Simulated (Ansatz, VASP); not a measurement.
LiNbO3: VASP beside Ansatz

Contents of INCAR:

```
SYSTEM = LiNbO3
  ALGO = Normal
  EDIFF = 1E-7
  ENCUT = 520
  GGA = PE
  ISIF = 2
  ISMEAR = 0
  LASPH = .True.
  LCHARG = .False.
  LREAL = .False.
  LWAVE = .False.
  NBANDS = 45
  NELM = 60
  PREC = Accurate
  SIGMA = 0.05
```

File KPOINTS:

```
k-points
0
Gamma
  6 6 6
  0 0 0
```

The input POSCAR:

```
LiNbO3
1.0
    2.7391116143      1.5814268279      4.1800669308
   -2.7391116143      1.5814268279      4.1800669308
    0.0000000000     -3.1628536556      4.1800669309
Li Nb O
2 2 6
Direct
    0.2500000000      0.2500000000      0.2500000000
    0.7500000000      0.7500000000      0.7500000000
    0.0000000000      0.0000000000      0.0000000000
    0.5000000000      0.5000000000      0.5000000000
    0.1303353734      0.3696646266      0.7500000000
    0.7500000000      0.1303353734      0.3696646266
    0.3696646266      0.7500000000      0.1303353734
    0.8696646266      0.6303353734      0.2500000000
    0.2500000000      0.8696646266      0.6303353734
    0.6303353734      0.2500000000      0.8696646266
```

Input for Ansatz:

```yaml
crystal:
  lattice:
    - [2.7391116143, 1.5814268279, 4.1800669308]
    - [-2.7391116143, 1.5814268279, 4.1800669308]
    - [0.0, -3.1628536556, 4.1800669309]
  atoms:
    - { symbol: Li, position: [0.25, 0.25, 0.25] }
    - { symbol: Li, position: [0.75, 0.75, 0.75] }
    - { symbol: Nb, position: [0.0, 0.0, 0.0] }
    - { symbol: Nb, position: [0.5, 0.5, 0.5] }
    - { symbol: O, position: [0.1303353734, 0.3696646266, 0.75] }
    - { symbol: O, position: [0.75, 0.1303353734, 0.3696646266] }
    - { symbol: O, position: [0.3696646266, 0.75, 0.1303353734] }
    - { symbol: O, position: [0.8696646266, 0.6303353734, 0.25] }
    - { symbol: O, position: [0.25, 0.8696646266, 0.6303353734] }
    - { symbol: O, position: [0.6303353734, 0.25, 0.8696646266] }
basis:
  ecutwfc: 520.0
kpoints:
  mp_grid: { grid: [6, 6, 6] }
hamiltonian:
  xc: pbe
  pseudopotentials: { kind: paw, azcp: { folder: soft_1 } }
scf:
  occupations: { method: gaussian, width: 0.05 }
output:
  forces: true
  stress: true
  eigenvalues: true
```

Alike in both runs: task single point; functional PBE; k mesh 6 × 6 × 6; occupations gaussian, width 0.05 eV; no spin polarisation.

|  | VASP | Ansatz |
| --- | --- | --- |
| version | VASP 6.6.1 | Ansatz 0.2.0 |
| potentials or method | VASP PAW PBE potentials, release 64 (Li_sv, Nb_sv, O), cutoff 520 eV | scalar-relativistic, plane waves, PAW |
| valence electrons in the cell | 68 | 68 |

Ansatz gave:

| Item | Value |
| --- | --- |
| gap on the k mesh at the Fermi level (eV) | 1.97 |
| least direct gap on the mesh (eV) | 1.97 |
| rms of the force components (eV/Å) | 0.133 |

Q: What did VASP give for the same quantities?

A: gap on the k mesh at the Fermi level (eV): 1.95; least direct gap on the mesh (eV): 1.95; rms of the force components (eV/Å): 0.139.

Atom by atom the forces differ by 0.007 eV/Å (rms over components). The functional is the same, so the differences come from potentials, cutoffs and numerics.

Noted on VASP's run: the cutoff is short for stress, so the pressure is rough.
